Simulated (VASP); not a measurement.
# Pb (Fm-3m) in VASP: settings compared

Aim: see how the results for Pb move with the level of theory and the settings. Levels: PBEsol, PBE. Tasks: electric field gradients.

All numbers are computed with VASP 6.6.1; they aren't measurements. Logs are shortened: lines on timing, memory, paths and dates and some standing lists are left out, and cuts for length are marked.

### 1 The cell of the first run

Symmetry: Fm-3m, No. 225, cubic system. Conventional cell: a = 4.990 Å, b = 4.990 Å, c = 4.990 Å, α = 90.00°, β = 90.00°, γ = 90.00°. Within 4.6 Å of Pb (site symmetry m-3m) lie 12 Pb at 3.53 Å.

### 2 Electric field gradients, PBEsol

Input file INCAR:

```
PREC = Accurate
ENCUT = 520
EDIFF = 1E-8
ISMEAR = -1
SIGMA = 0.05
LREAL = False
LASPH = True
NELM = 60
ALGO = Normal
ISIF = 2
LWAVE = False
LCHARG = False
GGA = PS
LEFG = True
NBANDS = 13
```

Input file KPOINTS:

```
Automatic mesh
0
Gamma
  13 13 13
```

Input file POSCAR:

```
Pb
1.0
    0.0000000000      2.4947547435      2.4947547435
    2.4947547435      0.0000000000      2.4947547435
    2.4947547435      2.4947547435      0.0000000000
Pb
1
Direct
    0.0000000000      0.0000000000      0.0000000000
```

Potentials or basis: VASP PAW PBE potentials, release 64 (Pb_d).

Command:

```bash
cat potpaw_PBE.64/Pb_d/POTCAR > POTCAR
mpirun -np 1 vasp_std > vasp.out
```

OUTCAR:

```text
PREC = Accurate
   ENCUT = 520
   EDIFF = 1E-8
   ISMEAR = -1
   LREAL = False
   LASPH = True
   NELM = 60
   ISIF = 2
   GGA = PS

 ion  position               nearest neighbor table
   1  0.000  0.000  0.000-

  LATTYP: Found a face centered cubic cell.
 ALAT       =     4.9895094870

  Lattice vectors:

 A1 = (   0.0000000000,   2.4947547435,   2.4947547435)
 A2 = (   2.4947547435,   0.0000000000,   2.4947547435)
 A3 = (   2.4947547435,   2.4947547435,   0.0000000000)

Analysis of symmetry for initial positions (statically):
=====================================================================
 Subroutine PRICEL returns:
 Original cell was already a primitive cell.

 Routine SETGRP: Setting up the symmetry group for a
 face centered cubic supercell.

 Subroutine GETGRP returns: Found 48 space group operations
 (whereof 48 operations were pure point group operations)
 out of a pool of 48 trial point group operations.

The static configuration has the point symmetry O_h .

Analysis of symmetry for dynamics (positions and initial velocities):
=====================================================================
 Subroutine PRICEL returns:
 Original cell was already a primitive cell.

 Routine SETGRP: Setting up the symmetry group for a
 face centered cubic supercell.

 Subroutine GETGRP returns: Found 48 space group operations
 (whereof 48 operations were pure point group operations)
 out of a pool of 48 trial point group operations.

The dynamic configuration has the point symmetry O_h .

 Subroutine INISYM returns: Found 48 space group operations
 (whereof 48 operations are pure point group operations),
 and found     1 'primitive' translations

----------------------------------------------------------------------------------------

                                     Primitive cell

  volume of cell :      31.0537

  direct lattice vectors                    reciprocal lattice vectors
     0.000000000  2.494754744  2.494754744    -0.200420503  0.200420503  0.200420503
     2.494754744  0.000000000  2.494754744     0.200420503 -0.200420503  0.200420503
     2.494754744  2.494754744  0.000000000     0.200420503  0.200420503 -0.200420503

  length of vectors
     3.528115993  3.528115993  3.528115993     0.347138494  0.347138494  0.347138494

  position of ions in fractional coordinates (direct lattice)
     0.000000000  0.000000000  0.000000000

  ion indices of the primitive-cell ions
   primitive index   ion index
                 1           1

----------------------------------------------------------------------------------------

 KPOINTS: Automatic mesh

Automatic generation of k-mesh.
 Grid dimensions read from file:
 generate k-points for:   13   13   13

 Generating k-lattice:

  Cartesian coordinates                     Fractional coordinates (reciprocal lattice)
    -0.015416962  0.015416962  0.015416962     0.076923077  0.000000000  0.000000000
     0.015416962 -0.015416962  0.015416962     0.000000000  0.076923077  0.000000000
     0.015416962  0.015416962 -0.015416962     0.000000000  0.000000000  0.076923077

  Length of vectors
     0.026702961  0.026702961  0.026702961

  Shift w.r.t. Gamma in fractional coordinates (k-lattice)
     0.000000000  0.000000000  0.000000000

 Subroutine IBZKPT returns following result:
 ===========================================

 Found     84 irreducible k-points:

 Following reciprocal coordinates:
            Coordinates               Weight
  0.000000  0.000000  0.000000      1.000000
  0.076923  0.000000  0.000000      8.000000
  0.153846  0.000000  0.000000      8.000000
  0.230769  0.000000  0.000000      8.000000
  0.307692  0.000000  0.000000      8.000000
  0.384615  0.000000  0.000000      8.000000
[... 16 lines left out ...]
  0.384615  0.153846  0.000000     24.000000
  0.461538  0.153846  0.000000     24.000000
 [... further k-points ...]
   k-points           NKPTS =     84   k-points in BZ     NKDIM =     84   number of bands    NBANDS=     13
   number of dos      NEDOS =    301   number of ions     NIONS =      1
   total plane-waves  NPLWV =  21952
   dimension x,y,z NGX =    28 NGY =   28 NGZ =   28
   dimension x,y,z NGXF=    56 NGYF=   56 NGZF=   56
   ions per type =               1
   NGX,Y,Z   is equivalent  to a cutoff of  13.19, 13.19, 13.19 a.u.
   NGXF,Y,Z  is equivalent  to a cutoff of  26.39, 26.39, 26.39 a.u.
 SYSTEM =  unknown system
   PREC   = accura    normal or accurate (medium, high low for compatibility)
   ISTART =      0    job   : 0-new  1-cont  2-samecut
   ICHARG =      2    charge: 1-file 2-atom 10-const
   ISPIN  =      1    spin polarized calculation?
   LNONCOLLINEAR =      F non collinear calculations
   LSORBIT =      F    spin-orbit coupling
   LASPH  =      T    aspherical Exc in radial PAW
   ENCUT  =  520.0 eV  38.22 Ry    6.18 a.u.   6.56  6.56  6.56*2*pi/ulx,y,z
   NELM   =     60;   NELMIN=  2; NELMDL= -5     # of ELM steps
   EDIFF  = 0.1E-07   stopping-criterion for ELM
   LREAL  =      F    real-space projection
   EDIFFG = 0.1E-06   stopping-criterion for IOM
   NSW    =      0    number of steps for IOM
   IBRION =     -1    ionic relax: 0-MD 1-quasi-New 2-CG
   NFREE  =      0    steps in history (QN), initial steepest desc. (CG)
   ISIF   =      2    stress and relaxation
   ISYM   =      2    0-nonsym 1-usesym 2-fastsym
   POTIM  = 0.5000    time-step for ionic-motion
   TEBEG  =    0.0;   TEEND  =   0.0 temperature during run
   PSTRESS=    0.0 pullay stress
   NELECT =      14.0000    total number of electrons
   NUPDOWN=      -1.0000    fix difference up-down
   EMIN   =  10.00;   EMAX   =-10.00  energy-range for DOS
   EFERMI =   0.00;   METHOD = LEGACY
   ISMEAR =    -1;   SIGMA  =   0.05  broadening in eV -4-tet -1-fermi 0-gaus
   EFERMI_NEDOS =   21; number of points for ismear=-14 and -15
   IALGO  =     38    algorithm
   IMIX   =      4    mixing-type and parameters
     AMIX     =   0.40;   BMIX     =  1.00
     AMIX_MAG =   1.60;   BMIX_MAG =  1.00
  volume/ion in A,a.u.               =      31.05       209.56
  Fermi-wavevector in a.u.,A,eV,Ry     =   1.255297  2.372166 21.439643  1.575769
  Thomas-Fermi vector in A             =   2.389060
   LORBIT       =      0    0 simple, 1 ext, 2 COOP (PROOUT), +10 PAW based schemes
   GGA     = PS    functional components
   LHFCALC =     F    Hartree Fock is set to
   AEXX    =    0.0000 exact exchange contribution
   IVDW    =     0    specifies the selected vdW correction
   LEPSILON=     F    determine dielectric tensor
   LRPA    =     F    only Hartree local field effects (RPA)
 non-spin polarized calculation
  energy-cutoff  :      520.00
  volume of cell :       31.05
 maximum number of plane-waves:       869
   NGX = 13   NGY = 13   NGZ = 13

 number of electron      14.0000000 magnetization

 Free energy of the ion-electron system (eV)
  ---------------------------------------------------
  ext. energy  EPLUGINS =         0.00000000
  ---------------------------------------------------
  free energy    TOTEN  =        -3.99462938 eV

  energy without entropy =       -3.98935912  energy(sigma->0) =       -3.99199425

 E-fermi :   6.8927     XC(G=0): -10.2269

 val. band max:        6.8461934463   @ k =  -0.2308   0.3077   0.0769
 cond. band min:       6.9113732818   @ k =   0.3846   0.2308   0.0769
 fundamental gap:      0.0651798355
 Fermi energy:         6.8927162863

 k-point     1 :       0.0000    0.0000    0.0000
  band No.  band energies     occupation
      1     -10.1328      2.00000
      2     -10.1328      2.00000
      3     -10.1328      2.00000
      4     -10.0014      2.00000
      5     -10.0014      2.00000
      6      -4.7705      2.00000
      7      14.0626      0.00000
      8      14.0626      0.00000
      9      14.0626      0.00000
     10      16.5851      0.00000
     11      17.8500      0.00000
     12      19.1418      0.00000
     13      19.1418      0.00000

 k-point     2 :       0.0769    0.0000    0.0000
  band No.  band energies     occupation
      1     -10.1329      2.00000
      2     -10.1248      2.00000
      3     -10.1248      2.00000
      4     -10.0019      2.00000
      5     -10.0019      2.00000
      6      -4.6593      2.00000
      7      12.7419      0.00000
      8      13.9237      0.00000
      9      13.9237      0.00000
     10      16.3076      0.00000
     11      18.4691      0.00000
     12      19.3899      0.00000
     13      19.3899      0.00000

 k-point     3 :       0.1538    0.0000    0.0000
  band No.  band energies     occupation
      1     -10.1341      2.00000
      2     -10.1076      2.00000
      3     -10.1076      2.00000
      4      -9.9979      2.00000
      5      -9.9979      2.00000
      6      -4.3259      2.00000
      7      10.4297      0.00000
      8      13.5787      0.00000
      9      13.5787      0.00000
     10      15.9718      0.00000
     11      19.3885      0.00000
     12      19.7005      0.00000
     13      19.8520      0.00000
[... 305 lines left out ...]
 k-point    23 :       0.3846    0.1538    0.0000
  band No.  band energies     occupation
      1     -10.1692      2.00000
      2     -10.0937      2.00000
      3     -10.0537      2.00000
      4      -9.9736      2.00000
      5      -9.8905      2.00000
      6      -2.3698      2.00000
      7       5.6014      2.00000
      8      10.6266      0.00000
      9      11.0564      0.00000
     10      14.5699      0.00000
     11      18.2113      0.00000
     12      19.9210      0.00000
     13      20.4069      0.00000

 k-point    24 :       0.4615    0.1538    0.0000
  band No.  band energies     occupation
      1     -10.1631      2.00000
      2     -10.0989      2.00000
      3     -10.0644      2.00000
      4      -9.9461      2.00000
      5      -9.8719      2.00000
      6      -1.5258      2.00000
      7       4.0278      2.00000
      8       9.9890      0.00000
      9      11.0884      0.00000
     10      14.4524      0.00000
     11      18.8125      0.00000
     12      19.7923      0.00000
     13      20.4187      0.00000

 [... further k-points ...]

------------------------ aborting loop because EDIFF is reached ----------------------------------------

  FORCE on cell =-STRESS in cart. coord.  units (eV):
  Direction    XX          YY          ZZ          XY          YZ          ZX
  --------------------------------------------------------------------------------------
  -------------------------------------------------------------------------------------
  Total       -0.2967140     -0.2967140     -0.2967140     -0.0000000     -0.0000000      0.0000000
  in kB      -15.3085832    -15.3085832    -15.3085832     -0.0000000     -0.0000000      0.0000000
  external PRESSURE =     -15.3085832 kB  Pullay stress =       0.0000000 kB

 VOLUME and BASIS-vectors are now :
 -----------------------------------------------------------------------------
  energy-cutoff  :      520.00
  volume of cell :       31.05
      direct lattice vectors                 reciprocal lattice vectors
     0.000000000  2.494754744  2.494754744    -0.200420503  0.200420503  0.200420503
     2.494754744  0.000000000  2.494754744     0.200420503 -0.200420503  0.200420503
     2.494754744  2.494754744  0.000000000     0.200420503  0.200420503 -0.200420503

 POSITION                                       TOTAL-FORCE (eV/Angst)
 -----------------------------------------------------------------------------------
      0.00000      0.00000      0.00000         0.000000     -0.000000      0.000000
 -----------------------------------------------------------------------------------
    total drift:                               -0.000000     -0.000000     -0.000000

  FREE ENERGIE OF THE ION-ELECTRON SYSTEM (eV)
  ---------------------------------------------------
  free  energy   TOTEN  =        -3.9946293796 eV

  energy  without entropy=       -3.9893591232  energy(sigma->0) =       -3.99199425

 Electric field gradients (V/A^2)
---------------------------------------------------------------------
 ion       V_xx      V_yy      V_zz      V_xy      V_xz      V_yz
---------------------------------------------------------------------
   1       0.000     0.000     0.000     0.001     0.001     0.001
---------------------------------------------------------------------

 Electric field gradients after diagonalization (V/A^2)
 (convention: |V_zz| > |V_xx| > |V_yy|)
----------------------------------------------------------------------
 ion       V_xx      V_yy      V_zz     asymmetry (V_yy - V_xx)/ V_zz
----------------------------------------------------------------------
   1      -0.001    -0.001     0.001       0.000
----------------------------------------------------------------------

           NMR quadrupolar parameters

 Cq : quadrupolar parameter    Cq=e*Q*V_zz/h
 eta: asymmetry parameters     (V_yy - V_xx)/ V_zz
 Q  : nuclear electric quadrupole moment in mb (millibarn)
----------------------------------------------------------------------
 ion       Cq(MHz)       eta       Q (mb)
----------------------------------------------------------------------
   1       0.000       0.000       1.000
----------------------------------------------------------------------
```

It took 36 s on 1 thread of Intel Xeon Platinum 8375C at 2.90GHz (Ice Lake), shared host; peak memory 0.17 GiB.

Results:

| Property | Result |
| --- | --- |
| Free energy | -3.9946 eV |
| Pressure | -1.5 GPa |
| Band gap on the k mesh | zero (band 7 reaches 14.06 eV, above the bottom of band 8 at 5.20 eV) |

Levels at points of the mesh, in eV from the Fermi level:
| k point | band 3 | band 4 | band 5 | band 6 | band 7 | band 8 | band 9 | band 10 | band 11 | band 12 |
| --- | --- | --- | --- | --- | --- | --- | --- | --- | --- | --- |
| (0.00, 0.00, 0.00) | -17.03 | -16.89 | -16.89 | -11.66 | 7.17 | 7.17 | 7.17 | 9.69 | 10.96 | 12.25 |

Caveat: without QUAD_EFG the Cq values of the log hold for a quadrupole moment of 1 mb, not for the nuclei; the PAW data sets were made with another functional, which shifts forces and pressure a little; spin-orbit coupling is left out, which moves the levels of the heavy elements.

### 3 Electric field gradients, PBE

Input file INCAR:

```
PREC     = Accurate       # precision mode
ENCUT    = 520            # plane-wave cutoff, eV
EDIFF    = 1E-8           # SCF threshold, eV
ISMEAR   = -1             # smearing method
SIGMA    = 0.05           # smearing width, eV
LREAL    = False          # projectors in reciprocal space
LASPH    = True           # aspherical terms in the spheres
NELM     = 80             # most SCF steps
ALGO     = Normal         # electronic algorithm
ISIF     = 2              # what is computed and relaxed
LWAVE    = False          # write WAVECAR
LCHARG   = False          # write CHGCAR
GGA      = PE             # functional
LEFG     = True         
NBANDS   = 13             # bands
```

KPOINTS is that of step 2.

POSCAR is that of step 2.

Potentials or basis: VASP PAW PBE potentials, release 64 (Pb_d).

Command:

```bash
cat potpaw_PBE.64/Pb_d/POTCAR > POTCAR
mpirun -np 1 vasp_std > vasp.out
```

OUTCAR:

```text
PREC = Accurate
   ENCUT = 520
   EDIFF = 1E-8
   ISMEAR = -1
   LREAL = False
   LASPH = True
   NELM = 80
   ISIF = 2
   GGA = PE

 ion  position               nearest neighbor table
   1  0.000  0.000  0.000-

  LATTYP: Found a face centered cubic cell.
 ALAT       =     4.9895094870

  Lattice vectors:

 A1 = (   0.0000000000,   2.4947547435,   2.4947547435)
 A2 = (   2.4947547435,   0.0000000000,   2.4947547435)
 A3 = (   2.4947547435,   2.4947547435,   0.0000000000)

Analysis of symmetry for initial positions (statically):
=====================================================================
 Subroutine PRICEL returns:
 Original cell was already a primitive cell.

 Routine SETGRP: Setting up the symmetry group for a
 face centered cubic supercell.
[... 564 lines left out ...]
  in kB       12.2151161     12.2151161     12.2151161      0.0000000     -0.0000000     -0.0000000
  external PRESSURE =      12.2151161 kB  Pullay stress =       0.0000000 kB

 VOLUME and BASIS-vectors are now :
 -----------------------------------------------------------------------------
  energy-cutoff  :      520.00
  volume of cell :       31.05
      direct lattice vectors                 reciprocal lattice vectors
     0.000000000  2.494754744  2.494754744    -0.200420503  0.200420503  0.200420503
     2.494754744  0.000000000  2.494754744     0.200420503 -0.200420503  0.200420503
     2.494754744  2.494754744  0.000000000     0.200420503  0.200420503 -0.200420503

 POSITION                                       TOTAL-FORCE (eV/Angst)
 -----------------------------------------------------------------------------------
      0.00000      0.00000      0.00000         0.000000      0.000000      0.000000
 -----------------------------------------------------------------------------------
    total drift:                               -0.000000     -0.000000     -0.000000

  FREE ENERGIE OF THE ION-ELECTRON SYSTEM (eV)
  ---------------------------------------------------
  free  energy   TOTEN  =        -3.5605490584 eV

  energy  without entropy=       -3.5552910213  energy(sigma->0) =       -3.55792004

 Electric field gradients (V/A^2)
---------------------------------------------------------------------
 ion       V_xx      V_yy      V_zz      V_xy      V_xz      V_yz
---------------------------------------------------------------------
   1       0.000     0.000     0.000     0.001     0.001     0.001
---------------------------------------------------------------------

 Electric field gradients after diagonalization (V/A^2)
 (convention: |V_zz| > |V_xx| > |V_yy|)
----------------------------------------------------------------------
 ion       V_xx      V_yy      V_zz     asymmetry (V_yy - V_xx)/ V_zz
----------------------------------------------------------------------
   1      -0.001    -0.001     0.001       0.000
----------------------------------------------------------------------

           NMR quadrupolar parameters

 Cq : quadrupolar parameter    Cq=e*Q*V_zz/h
 eta: asymmetry parameters     (V_yy - V_xx)/ V_zz
 Q  : nuclear electric quadrupole moment in mb (millibarn)
----------------------------------------------------------------------
 ion       Cq(MHz)       eta       Q (mb)
----------------------------------------------------------------------
   1       0.000       0.000       1.000
----------------------------------------------------------------------
```

OSZICAR:

```text
N       E                     dE             d eps       ncg     rms          rms(c)
DAV:   1     0.108645086787E+03    0.10865E+03   -0.70891E+03  2217   0.124E+03
DAV:   2     0.172630760788E+01   -0.10692E+03   -0.10341E+03  2264   0.315E+02
DAV:   3    -0.344565393160E+01   -0.51720E+01   -0.51551E+01  2702   0.741E+01
DAV:   4    -0.356581575523E+01   -0.12016E+00   -0.12014E+00  2685   0.121E+01
DAV:   5    -0.357114560347E+01   -0.53298E-02   -0.53295E-02  3075   0.241E+00    0.506E-01
DAV:   6    -0.356253512190E+01    0.86105E-02   -0.12680E-02  2837   0.195E+00    0.255E-01
DAV:   7    -0.356057778869E+01    0.19573E-02   -0.54707E-03  2879   0.120E+00    0.890E-02
DAV:   8    -0.356055246111E+01    0.25328E-04   -0.41453E-04  2876   0.323E-01    0.102E-02
DAV:   9    -0.356054984727E+01    0.26138E-05   -0.10167E-05  3239   0.525E-02    0.489E-03
DAV:  10    -0.356054900714E+01    0.84013E-06   -0.88881E-07  2624   0.816E-03    0.328E-04
DAV:  11    -0.356054903536E+01   -0.28215E-07   -0.26456E-08  2825   0.228E-03    0.974E-05
DAV:  12    -0.356054905837E+01   -0.23010E-07   -0.10837E-09  1807   0.328E-04    0.118E-05
DAV:  13    -0.356054905840E+01   -0.31605E-10   -0.15528E-10  1727   0.153E-04
   1 F= -.35605491E+01 E0= -.35579200E+01  d E =-.525804E-02
```

stdout:

```text
POSCAR found type information on POSCAR Pb
 POSCAR found :  1 types and       1 ions
 scaLAPACK will be used
 LDA part: xc-table for (Slater+PW92), standard interpolation
 POSCAR, INCAR and KPOINTS ok, starting setup
 FFT: planning ... GRIDC
 FFT: planning ... GRID_SOFT
 FFT: planning ... GRID
 WAVECAR not read
 entering main loop
ion   1
```

It took 36 s on 1 thread of Intel Xeon Platinum 8375C at 2.90GHz (Ice Lake), shared host; peak memory 0.17 GiB.

Results:

```yaml
Free_energy: -3.5605 eV
Pressure: 1.2 GPa
Band_gap_on_the_k_mesh: zero (band 7 reaches 14.25 eV, above the bottom of band 8 at 5.40 eV)
```

Caveat: without QUAD_EFG the Cq values of the log hold for a quadrupole moment of 1 mb, not for the nuclei; spin-orbit coupling is left out, which moves the levels of the heavy elements.
